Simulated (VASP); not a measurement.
Wanted: the native input for a VASP 6.6.1 run.

| Item | Value |
| --- | --- |
| Task | single point |
| Functional | HSE06 |
| Potentials or basis | VASP PAW PBE potentials, release 64 (K_sv, I) |
| Cutoff | 520 eV |
| k mesh | 4 × 4 × 4 |
| Occupations | gaussian, width 0.01 eV |
| Spin | no spin polarisation |
| Dipole correction | no |
| Grid for exact exchange (PRECFOCK) | Normal |
| Further INCAR settings | ALGO = Normal; EDIFF = 1e-06; NBANDS = 15 |
| Share of exact exchange | 0.25 |
| Screening parameter | 0.2079 1/Å |

The system is KI.

```
CELL_PARAMETERS angstrom
0.00000 3.54457 3.54457
3.54457 0.00000 3.54457
3.54457 3.54457 0.00000
ATOMIC_POSITIONS crystal
K 0.00000 0.00000 0.00000
I 0.50000 0.50000 0.50000
```

One way to write it, as run:

POSCAR

```
KI
1.0
    0.0000000000      3.5445661256      3.5445661256
    3.5445661256      0.0000000000      3.5445661256
    3.5445661256      3.5445661256      0.0000000000
K I
1 1
Direct
    0.0000000000      0.0000000000      0.0000000000
    0.5000000000      0.5000000000      0.5000000000
```

INCAR.step1

```
SYSTEM = KI
ALGO     = Normal         ! electronic algorithm
EDIFF    = 1E-5           ! SCF threshold, eV
ENCUT    = 520            ! plane-wave cutoff, eV
GGA      = PE             ! functional
ISIF     = 2              ! what is computed and relaxed
ISMEAR   = 0              ! smearing method
LASPH    = .TRUE.         ! aspherical terms in the spheres
LCHARG   = .FALSE.        ! write CHGCAR
LREAL    = .FALSE.        ! projectors in reciprocal space
LWAVE    = .TRUE.         ! write WAVECAR
NBANDS   = 15             ! bands
NELM     = 80             ! most SCF steps
PREC     = Accurate       ! precision mode
SIGMA    = 0.01           ! smearing width, eV
```

INCAR.step2

```
SYSTEM = KI
ALGO     = Normal         ! electronic algorithm
EDIFF    = 1E-6           ! SCF threshold, eV
ENCUT    = 520            ! plane-wave cutoff, eV
GGA      = PE             ! functional
HFSCREEN = 0.2079         ! screening, 1/A
ISIF     = 2              ! what is computed and relaxed
ISMEAR   = 0              ! smearing method
ISTART   = 1            
LASPH    = .TRUE.         ! aspherical terms in the spheres
LCHARG   = .FALSE.        ! write CHGCAR
LHFCALC  = .TRUE.         ! exact exchange
LREAL    = .FALSE.        ! projectors in reciprocal space
LWAVE    = .FALSE.        ! write WAVECAR
NBANDS   = 15             ! bands
NELM     = 80             ! most SCF steps
PREC     = Accurate       ! precision mode
PRECFOCK = Normal       
SIGMA    = 0.01           ! smearing width, eV
```

KPOINTS

```
k-points
0
G
  4 4 4
  0 0 0
```

Potentials or basis: VASP PAW PBE potentials, release 64 (K_sv, I).

Command:

```console
$ cat potpaw_PBE.64/K_sv/POTCAR potpaw_PBE.64/I/POTCAR > POTCAR
$ cp INCAR.step1 INCAR
$ mpirun -np 1 vasp_std > vasp.out
$ cp INCAR.step2 INCAR
$ mpirun -np 1 vasp_std > vasp.out
```

Results of the run:

```json
{"Pressure": "0.3 GPa", "Band gap on the k mesh": "4.93 eV"}
```

Caveat: the PAW data sets were made with another functional, which shifts forces and pressure a little; spin-orbit coupling is left out, which moves the levels of the heavy elements.

Wall time 6.5 min on 1 thread of Intel(R) Xeon(R) Platinum 8488C (Sapphire Rapids), on a shared host, peak memory 0.35 GiB.
